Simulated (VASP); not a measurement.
# TiSnTe3 (P6/mmm) in VASP: further runs, part 2 of 2

VASP 6.6.1. Earlier steps stand in the parts before.

**4. Single point, PBE, collinear spin, ferromagnetic start**

This run uses another cell than the first one, of 35.96 Å³/atom, 1.002 times its volume.

INCAR

```
ALGO = Normal
EDIFF = 1E-6
ENCUT = 520
GGA = PE
ISIF = 2
ISMEAR = 0
ISPIN = 2
LASPH = T
LCHARG = T
LELF = T
LMAXMIX = 4
LORBIT = 11
LREAL = F
LVHAR = T
LWAVE = F
MAGMOM = 1 0 0 0 0
NBANDS = 34
NELM = 150
PREC = Accurate
SIGMA = 0.1
```

KPOINTS

```
k-points
0
Gamma
  3 3 4
```

POSCAR

```
TiSnTe3
1.0
    6.1714877607      0.0000000000      0.0000000000
   -3.0857438804      5.3446651799      0.0000000000
    0.0000000000      0.0000000000      5.4509905042
Ti Sn Te
1 1 3
Direct
    0.0000000000      0.0000000000      0.0000000000
    0.0000000000      0.0000000000      0.5000000000
    0.5000000000      0.0000000000      0.0000000000
    0.0000000000      0.5000000000      0.0000000000
    0.5000000000      0.5000000000      0.0000000000
```

Potentials or basis: VASP PAW PBE potentials, release 64 (Ti_sv, Sn_d, Te).

Started as:

```console
> cat potpaw_PBE.64/Ti_sv/POTCAR potpaw_PBE.64/Sn_d/POTCAR potpaw_PBE.64/Te/POTCAR > POTCAR
> mpirun -np 1 vasp_std > vasp.out
```

OUTCAR:

```text
EDIFF = 1E-6
   ENCUT = 520
   GGA = PE
   ISIF = 2
   ISMEAR = 0
   ISPIN = 2
   LASPH = T
   LORBIT = 11
   LREAL = F
   NELM = 150
   PREC = Accurate

 ion  position               nearest neighbor table
   1  0.000  0.000  0.000-   2 2.73   2 2.73   5 3.09   5 3.09   3 3.09   3 3.09   4 3.09   4 3.09

   2  0.000  0.000  0.500-   1 2.73   1 2.73
   3  0.500  0.000  0.000-   4 3.09   4 3.09   1 3.09   1 3.09   5 3.09   5 3.09
   4  0.000  0.500  0.000-   3 3.09   3 3.09   5 3.09   5 3.09   1 3.09   1 3.09
   5  0.500  0.500  0.000-   1 3.09   1 3.09   4 3.09   4 3.09   3 3.09   3 3.09

  LATTYP: Found a hexagonal cell.
 ALAT       =     6.1714877607
 C/A-ratio  =     0.8832538791

  Lattice vectors:

 A1 = (   6.1714877607,   0.0000000000,   0.0000000000)
 A2 = (  -3.0857438804,   5.3446651799,   0.0000000000)
 A3 = (   0.0000000000,   0.0000000000,   5.4509905042)

Analysis of symmetry for initial positions (statically):
=====================================================================
 Subroutine PRICEL returns:
 Original cell was already a primitive cell.

 Routine SETGRP: Setting up the symmetry group for a
 hexagonal supercell.

 Subroutine GETGRP returns: Found 24 space group operations
 (whereof 24 operations were pure point group operations)
 out of a pool of 24 trial point group operations.

The static configuration has the point symmetry D_6h.

Analysis of symmetry for dynamics (positions and initial velocities):
=====================================================================
 Subroutine PRICEL returns:
 Original cell was already a primitive cell.

 Routine SETGRP: Setting up the symmetry group for a
 hexagonal supercell.

 Subroutine GETGRP returns: Found 24 space group operations
 (whereof 24 operations were pure point group operations)
 out of a pool of 24 trial point group operations.

The dynamic configuration has the point symmetry D_6h.

[... 154 lines left out ...]

 val. band max:        4.7876426521   @ k =   0.3333   0.0000   0.5000
 cond. band min:       4.8027789952   @ k =   0.3333   0.3333   0.5000
 fundamental gap:      0.0151363431
 Fermi energy:         4.7880217084

 spin component 1

 k-point     1 :       0.0000    0.0000    0.0000
  band No.  band energies     occupation
      1     -52.9958      1.00000
      2     -29.3381      1.00000
      3     -29.3381      1.00000
      4     -29.1005      1.00000
      5     -16.9586      1.00000
      6     -16.9586      1.00000
[... 322 lines left out ...]
     33      10.2628      0.00000
     34      10.2628      0.00000
 Fermi energy:         4.7880217084

 spin component 2

 k-point     1 :       0.0000    0.0000    0.0000
  band No.  band energies     occupation
      1     -52.9954      1.00000
      2     -29.3377      1.00000
      3     -29.3377      1.00000
      4     -29.0998      1.00000
      5     -16.9588      1.00000
      6     -16.9588      1.00000
[... 322 lines left out ...]
     33      10.2625      0.00000
     34      10.2625      0.00000

------------------------ aborting loop because EDIFF is reached ----------------------------------------

  FORCE on cell =-STRESS in cart. coord.  units (eV):
  Direction    XX          YY          ZZ          XY          YZ          ZX
  --------------------------------------------------------------------------------------
  -------------------------------------------------------------------------------------
  Total        0.6270727      0.6270727     -0.1330298     -0.0000000      0.0000000      0.0000000
  in kB        5.5878231      5.5878231     -1.1854240     -0.0000000      0.0000000      0.0000000
  external PRESSURE =       3.3300741 kB  Pullay stress =       0.0000000 kB

 VOLUME and BASIS-vectors are now :
 -----------------------------------------------------------------------------
  energy-cutoff  :      520.00
  volume of cell :      179.80
      direct lattice vectors                 reciprocal lattice vectors
     6.171487761  0.000000000  0.000000000     0.162035483  0.093551230  0.000000000
    -3.085743880  5.344665180  0.000000000     0.000000000  0.187102459  0.000000000
     0.000000000  0.000000000  5.450990504     0.000000000  0.000000000  0.183452897

 POSITION                                       TOTAL-FORCE (eV/Angst)
 -----------------------------------------------------------------------------------
      0.00000      0.00000      0.00000         0.000000      0.000000      0.000000
      0.00000      0.00000      2.72550        -0.000000      0.000000      0.000000
      3.08574      0.00000      0.00000        -0.000000      0.000000      0.000000
     -1.54287      2.67233      0.00000         0.000000      0.000000      0.000000
      1.54287      2.67233      0.00000         0.000000      0.000000      0.000000
 -----------------------------------------------------------------------------------
    total drift:                                0.000000      0.000000      0.000000

  FREE ENERGIE OF THE ION-ELECTRON SYSTEM (eV)
  ---------------------------------------------------
  free  energy   TOTEN  =       -19.3598066510 eV

  energy  without entropy=      -19.3000880324  energy(sigma->0) =      -19.32994734

 total charge

# of ion       s       p       d       tot
------------------------------------------
    1        2.150   6.067   1.895  10.112
    2        1.301   0.924   9.939  12.164
    3        1.417   1.862   0.048   3.326
    4        1.417   1.862   0.048   3.326
    5        1.417   1.862   0.048   3.326
--------------------------------------------------
tot          7.702  12.576  11.976  32.254

 magnetization (x)

# of ion       s       p       d       tot
------------------------------------------
    1        0.000   0.000   0.001   0.001
    2       -0.000  -0.000   0.000  -0.000
    3       -0.000   0.000  -0.000  -0.000
    4       -0.000   0.000  -0.000  -0.000
    5       -0.000   0.000  -0.000  -0.000
--------------------------------------------------
tot         -0.000  -0.000   0.001   0.001
```

OSZICAR:

```text
N       E                     dE             d eps       ncg     rms          rms(c)
DAV:   1     0.382613982385E+03    0.38261E+03   -0.18674E+04  1232   0.125E+03
DAV:   2     0.278522673306E+02   -0.35476E+03   -0.34010E+03  1250   0.342E+02
[... 11 lines left out ...]
DAV:  14    -0.193644695669E+02   -0.11213E-02   -0.55867E-04  1710   0.674E-02    0.476E-01
DAV:  15    -0.193606001295E+02    0.38694E-02   -0.94200E-03  1404   0.247E-01    0.273E-01
DAV:  16    -0.193597915806E+02    0.80855E-03   -0.24607E-03  1552   0.152E-01    0.990E-02
DAV:  17    -0.193597806295E+02    0.10951E-04   -0.20214E-04  1544   0.564E-02    0.285E-02
DAV:  18    -0.193598067731E+02   -0.26144E-04   -0.58622E-05  1366   0.393E-02    0.243E-02
DAV:  19    -0.193598066510E+02    0.12216E-06   -0.79921E-06  1248   0.153E-02
   1 F= -.19359807E+02 E0= -.19329947E+02  d E =-.597186E-01  mag=     0.0019
```

It took 3.7 min on 1 thread of Intel Xeon 6975P-C, shared host; peak memory 0.42 GiB.

Results:

* Free energy: -19.3598 eV
* Pressure: 0.3 GPa
* Band gap on the k mesh: zero (filled and empty bands overlap)
* Net moment: 0.00 μB per cell
* Valence electrons inside the program's atomic spheres: Ti 10.11; Sn 12.16; Te 3.33

Stress tensor (GPa, compression positive):
```
 0.56  0.00  0.00
 0.00  0.56  0.00
 0.00  0.00 -0.12
```

Caveat: the k points lie up to 0.39 Å⁻¹ apart; spin-orbit coupling is left out, which moves the levels of the heavy elements.

**5. Relaxation of cell and atoms, PBE**

INCAR

```
  PREC = Accurate
  ENCUT = 600
  EDIFF = 1E-6
  ISMEAR = 0
  SIGMA = 0.1
  LREAL = False
  LASPH = True
  NELM = 100
  ALGO = Normal
  ISIF = 3
  LWAVE = False
  LCHARG = False
  GGA = PE
  IBRION = 2
  NSW = 90
  EDIFFG = -0.04
```

KPOINTS

```
Automatic mesh
0
Gamma
  6 6 4
```

Edit POSCAR of step 4 so:

```diff
@@ -2,5 +2,5 @@
 1.0
-    6.1714877607      0.0000000000      0.0000000000
-   -3.0857438804      5.3446651799      0.0000000000
-    0.0000000000      0.0000000000      5.4509905042
+    5.3813328400      0.0000000000      0.0000000000
+   -2.6906664200      4.6603709400      0.0000000000
+    0.0000000000      0.0000000000      7.1539287900
 Ti Sn Te
```

Started as:

```console
> cat potpaw_PBE.64/Ti_sv/POTCAR potpaw_PBE.64/Sn_d/POTCAR potpaw_PBE.64/Te/POTCAR > POTCAR
> mpirun -np 1 vasp_std > vasp.out
```

It took 47 min on 1 thread of Intel Xeon 6975P-C, shared host; peak memory 0.5 GiB.

The run converged. Its results:

| Quantity | Value |
| --- | --- |
| Free energy | -19.7277 eV |
| Relaxed volume | 35.89 Å³/atom |
| Relaxed cell | a = 6.170 Å, b = 6.170 Å, c = 5.444 Å, α = 90.00°, β = 90.00°, γ = 120.00° |
| Space group after relaxing (to 0.05 Å) | P6/mmm (No. 191) |
| Energy gained by relaxing | 980.9 meV/atom |
| Ionic steps | 14 |
| Pressure after relaxing | 0.0 GPa |
| Band gap on the k mesh | zero (band 22 reaches 5.08 eV, above the bottom of band 23 at 4.57 eV) |

Step by step:
```csv
step,energy change (eV),largest force (eV/Å),pressure (GPa),volume (Å³)
1,0.0000,0.0000,16.03,179.41
2,-2.1375,0.0000,-5.95,280.91
3,-3.4911,0.0000,-2.36,229.73
4,-3.4908,0.0000,-2.22,228.68
5,-4.0908,0.0000,-2.33,213.34
6,-4.4321,0.0000,2.91,166.24
7,-4.7335,0.0000,-1.79,194.19
8,-4.8279,0.0000,0.53,175.23
9,-4.8935,0.0000,-0.81,183.79
10,-4.8972,0.0000,-0.63,182.37
11,-4.8968,0.0000,-0.52,181.43
12,-4.8997,0.0000,0.58,176.94
13,-4.9035,0.0000,0.10,178.84
14,-4.9044,0.0000,0.02,179.46
```

Final structure:
```
Ti Sn Te
1.0
     6.16965    0.00000    0.00000
    -3.08482    5.34307    0.00000
     0.00000    0.00000    5.44406
Ti Sn Te
1 1 3
Direct
  0.00000 0.00000 0.00000
  0.00000 0.00000 0.50000
  0.50000 0.00000 0.00000
  0.00000 0.50000 0.00000
  0.50000 0.50000 0.00000
```

Levels at points of the mesh, in eV from the Fermi level:
```tsv
k point	band 18	band 19	band 20	band 21	band 22	band 23	band 24	band 25	band 26
(0.00, 0.00, 0.00)	-0.64	-0.64	-0.04	-0.04	0.30	0.40	0.40	0.42	0.92
(0.50, 0.00, 0.00)	-2.35	-2.34	-1.76	-1.17	-0.14	-0.02	0.40	0.67	0.92
(0.00, 0.00, 0.50)	-2.52	-1.23	-1.23	-1.02	-1.02	0.30	0.40	0.40	1.67
(0.50, 0.00, 0.50)	-2.39	-2.11	-2.05	-1.78	-1.71	0.23	0.29	0.40	1.50
```

Caveat: spin-orbit coupling is left out, which moves the levels of the heavy elements.

**6. The runs side by side**

```tsv
task	spin	cell	k mesh	cutoff (eV)	gap on the mesh (eV)	pressure (GPa)
single point	off	a = 5.381, b = 5.381, c = 7.154 Å, angles 90.0, 90.0, 120.0°, 5 atoms	6 × 6 × 4	520	none	16.0
single point	off	a = 6.171, b = 6.171, c = 5.451 Å, angles 90.0, 90.0, 120.0°, 5 atoms	6 × 6 × 4	520	none	0.0
single point	collinear, ferromagnetic start	a = 6.171, b = 6.171, c = 5.451 Å, angles 90.0, 90.0, 120.0°, 5 atoms	3 × 3 × 4	520	none	0.3
relaxation of cell and atoms	off	relaxed from a = 5.381, b = 5.381, c = 7.154 Å, angles 90.0, 90.0, 120.0°, 5 atoms	6 × 6 × 4	600	none	0.0
```

Alike in all rows: level PBE; potentials or basis VASP PAW PBE potentials, release 64 (Ti_sv, Sn_d, Te); smearing gaussian 0.1 eV.

Caveats: some runs use coarse meshes; spin-orbit coupling is left out, which moves the levels of the heavy elements.

Absolute energies hang on the potentials; compare differences alone.
